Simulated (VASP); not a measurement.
# WS2 in VASP: a series of runs, part 2 of 2

VASP 6.6.1. The steps go on from the part before.

**3. Single point, r2SCAN**

This run uses another cell than the first one, of the same volume but with other edges.

POSCAR

```
WS2
1.0
    2.9150013506      0.0000000000      0.0000000000
   -1.4575006753      2.5244652217      0.0000000000
    0.0000000000      0.0000000000     28.2158613362
W S
2 4
Direct
    0.3333333333      0.6666666667      0.6379434935
    0.6666666667      0.3333333333      0.3620565065
    0.3333333333      0.6666666667      0.2962425097
    0.6666666667      0.3333333333      0.5721038223
    0.3333333333      0.6666666667      0.4278961777
    0.6666666667      0.3333333333      0.7037574903
```

INCAR.step1

```
ALGO = Normal
EDIFF = 1E-4
ENCUT = 520
GGA = PE
ISMEAR = 0
LASPH = True
LCHARG = False
LREAL = False
LWAVE = True
NBANDS = 35
NELM = 80
PREC = Accurate
SIGMA = 0.05
```

INCAR.step2

```
ALGO = Normal
EDIFF = 1E-7
ENCUT = 520
ISIF = 2
ISMEAR = 0
ISTART = 1
LASPH = True
LCHARG = False
LMIXTAU = True
LREAL = False
LWAVE = False
METAGGA = R2SCAN
NBANDS = 35
NELM = 80
PREC = Accurate
SIGMA = 0.05
```

KPOINTS

```
k-points
0
Gamma
  12 12 2
```

Potentials or basis: VASP PAW PBE potentials, release 64 (W_sv, S).

On the command line:

```
cat potpaw_PBE.64/W_sv/POTCAR potpaw_PBE.64/S/POTCAR > POTCAR
cp INCAR.step1 INCAR
mpirun -np 1 vasp_std > vasp.out
cp INCAR.step2 INCAR
mpirun -np 1 vasp_std > vasp.out
```

OUTCAR:

```text
EDIFF = 1E-7
   ENCUT = 520
   ISIF = 2
   ISMEAR = 0
   ISTART = 1
   LASPH = True
   LREAL = False
   METAGGA = R2SCAN
   NELM = 80
   PREC = Accurate

 ion  position               nearest neighbor table
   1  0.333  0.667  0.638-   6 2.51   6 2.51   6 2.51   4 2.51   4 2.51   4 2.51
   2  0.667  0.333  0.362-   3 2.51   3 2.51   3 2.51   5 2.51   5 2.51   5 2.51
   3  0.333  0.667  0.296-   2 2.51   2 2.51   2 2.51
   4  0.667  0.333  0.572-   1 2.51   1 2.51   1 2.51
   5  0.333  0.667  0.428-   2 2.51   2 2.51   2 2.51
   6  0.667  0.333  0.704-   1 2.51   1 2.51   1 2.51

  LATTYP: Found a hexagonal cell.
 ALAT       =     2.9150013506
 C/A-ratio  =     9.6795362823

  Lattice vectors:

 A1 = (   2.9150013506,   0.0000000000,   0.0000000000)
 A2 = (  -1.4575006753,   2.5244652217,   0.0000000000)
 A3 = (   0.0000000000,   0.0000000000,  28.2158613362)

Analysis of symmetry for initial positions (statically):
=====================================================================
 Subroutine PRICEL returns:
 Original cell was already a primitive cell.

 Routine SETGRP: Setting up the symmetry group for a
 hexagonal supercell.

 Subroutine GETGRP returns: Found 12 space group operations
 (whereof 12 operations were pure point group operations)
 out of a pool of 24 trial point group operations.

The static configuration has the point symmetry D_3d.

Analysis of symmetry for dynamics (positions and initial velocities):
=====================================================================
 Subroutine PRICEL returns:
 Original cell was already a primitive cell.

 Routine SETGRP: Setting up the symmetry group for a
 hexagonal supercell.

 Subroutine GETGRP returns: Found 12 space group operations
 (whereof 12 operations were pure point group operations)
 out of a pool of 24 trial point group operations.
[... 123 lines left out ...]
   EFERMI =   0.00;   METHOD = LEGACY
   ISMEAR =     0;   SIGMA  =   0.05  broadening in eV -4-tet -1-fermi 0-gaus
   EFERMI_NEDOS =   21; number of points for ismear=-14 and -15
   IALGO  =     38    algorithm
   IMIX   =      4    mixing-type and parameters
     AMIX     =   0.40;   BMIX     =  1.00
     AMIX_MAG =   1.60;   BMIX_MAG =  1.00
  volume/ion in A,a.u.               =      34.61       233.53
  Fermi-wavevector in a.u.,A,eV,Ry     =   1.031911  1.950029 14.488024  1.064840
  Thomas-Fermi vector in A             =   2.166082
   LORBIT       =      0    0 simple, 1 ext, 2 COOP (PROOUT), +10 PAW based schemes
   METAGGA = R2SCAN    functional components
   LHFCALC =     F    Hartree Fock is set to
   AEXX    =    0.0000 exact exchange contribution
   IVDW    =     0    specifies the selected vdW correction
   LEPSILON=     F    determine dielectric tensor
   LRPA    =     F    only Hartree local field effects (RPA)
 non-spin polarized calculation
 Gauss-broadening in eV      SIGMA  =   0.05
  energy-cutoff  :      520.00
  volume of cell :      207.64
 maximum number of plane-waves:      5709
 NGX is ok and might be reduce to    24
   NGX = 11   NGY = 11   NGZ =105

 number of electron      51.9999997 magnetization

 Free energy of the ion-electron system (eV)
  ---------------------------------------------------
  ext. energy  EPLUGINS =         0.00000000
  ---------------------------------------------------
  free energy    TOTEN  =      -136.89194363 eV

  energy without entropy =     -136.89194363  energy(sigma->0) =     -136.89194363

 E-fermi :   1.3271     XC(G=0):  -6.2125

 val. band max:        1.1091107449   @ k =   0.0000   0.0000   0.5000
 cond. band min:       1.5379536971   @ k =   0.1667   0.1667   0.5000
 fundamental gap:      0.4288429523
 Fermi energy:         1.3271295016

 k-point     1 :       0.0000    0.0000    0.0000
  band No.  band energies     occupation
      1     -75.0719      2.00000
      2     -75.0719      2.00000
      3     -38.7778      2.00000
      4     -38.7778      2.00000
      5     -38.2169      2.00000
      6     -38.2169      2.00000
[... 901 lines left out ...]
     34       5.2523      0.00000
     35       7.1537      0.00000

 [... further k-points ...]
[... 5 lines left out ...]
  --------------------------------------------------------------------------------------
  -------------------------------------------------------------------------------------
  Total       13.5389380     13.5389380    -24.7230164     -0.0000000      0.0000000      0.0000000
  in kB      104.4705107    104.4705107   -190.7702177     -0.0000000      0.0000000      0.0000000
  external PRESSURE =       6.0569346 kB  Pullay stress =       0.0000000 kB

 VOLUME and BASIS-vectors are now :
 -----------------------------------------------------------------------------
  energy-cutoff  :      520.00
  volume of cell :      207.64
      direct lattice vectors                 reciprocal lattice vectors
     2.915001351  0.000000000  0.000000000     0.343053014  0.198061750  0.000000000
    -1.457500675  2.524465222  0.000000000     0.000000000  0.396123500  0.000000000
     0.000000000  0.000000000 28.215861336     0.000000000  0.000000000  0.035441059

 POSITION                                       TOTAL-FORCE (eV/Angst)
 -----------------------------------------------------------------------------------
     -0.00000      1.68298     18.00013         0.000000     -0.000000     -0.004302
      1.45750      0.84149     10.21574        -0.000000      0.000000      0.004302
     -0.00000      1.68298      8.35874         0.000000     -0.000000      3.300806
      1.45750      0.84149     16.14240        -0.000000      0.000000      3.273962
     -0.00000      1.68298     12.07346         0.000000     -0.000000     -3.273962
      1.45750      0.84149     19.85712         0.000000      0.000000     -3.300806
 -----------------------------------------------------------------------------------
    total drift:                               -0.000000      0.000000     -0.000000

  FREE ENERGIE OF THE ION-ELECTRON SYSTEM (eV)
  ---------------------------------------------------
  free  energy   TOTEN  =      -136.8919436313 eV

  energy  without entropy=     -136.8919436312  energy(sigma->0) =     -136.89194363
```

OSZICAR.step1:

```text
N       E                     dE             d eps       ncg     rms          rms(c)
DAV:   1     0.487985908047E+03    0.48799E+03   -0.27811E+04  3140   0.132E+03
DAV:   2    -0.118649313112E+02   -0.49985E+03   -0.48515E+03  3332   0.343E+02
DAV:   3    -0.457415136038E+02   -0.33877E+02   -0.33134E+02  3407   0.856E+01
DAV:   4    -0.468746243337E+02   -0.11331E+01   -0.11240E+01  3405   0.163E+01
DAV:   5    -0.469077574271E+02   -0.33133E-01   -0.33067E-01  3476   0.293E+00    0.361E+01
DAV:   6    -0.452887331254E+02    0.16190E+01   -0.85738E+00  3217   0.184E+01    0.158E+01
DAV:   7    -0.457428750138E+02   -0.45414E+00   -0.10795E+01  3160   0.156E+01    0.792E+00
DAV:   8    -0.444865848011E+02    0.12563E+01   -0.29454E+00  3051   0.102E+01    0.280E+00
DAV:   9    -0.445158874902E+02   -0.29303E-01   -0.28834E-01  3322   0.256E+00    0.179E+00
DAV:  10    -0.444954640724E+02    0.20423E-01   -0.68888E-02  3201   0.168E+00    0.569E-01
DAV:  11    -0.444931435919E+02    0.23205E-02   -0.21024E-02  3296   0.889E-01    0.280E-01
DAV:  12    -0.444923062350E+02    0.83736E-03   -0.39682E-03  3250   0.365E-01    0.139E-01
DAV:  13    -0.444921952421E+02    0.11099E-03   -0.11434E-03  2932   0.155E-01    0.579E-02
DAV:  14    -0.444921399381E+02    0.55304E-04   -0.20066E-04  2605   0.797E-02
   1 F= -.44492140E+02 E0= -.44492140E+02  d E =-.456009E-07
```

It took 19 min on 1 thread of Intel Xeon 6975P-C (Granite Rapids), shared host; peak memory 0.53 GiB.

Results:

```yaml
Free_energy: -136.8919 eV
Largest_force: 3.301 eV/Å
Band_gap_on_the_k_mesh: 0.43 eV (least direct gap 1.23 eV)
```

Forces in eV/Å, atoms in the order of the input:
```
W    0.000  0.000 -0.004
W    0.000  0.000  0.004
S    0.000  0.000  3.301
S    0.000  0.000  3.274
S    0.000  0.000 -3.274
S    0.000  0.000 -3.301
```

Caveat: there is no dipole correction, which matters where the two faces differ; the PAW data sets were made with another functional, which shifts forces and pressure a little; spin-orbit coupling is left out, which moves the levels of the heavy elements.

The gap in the log of VASP goes by the Fermi energy; the results here count the filled bands.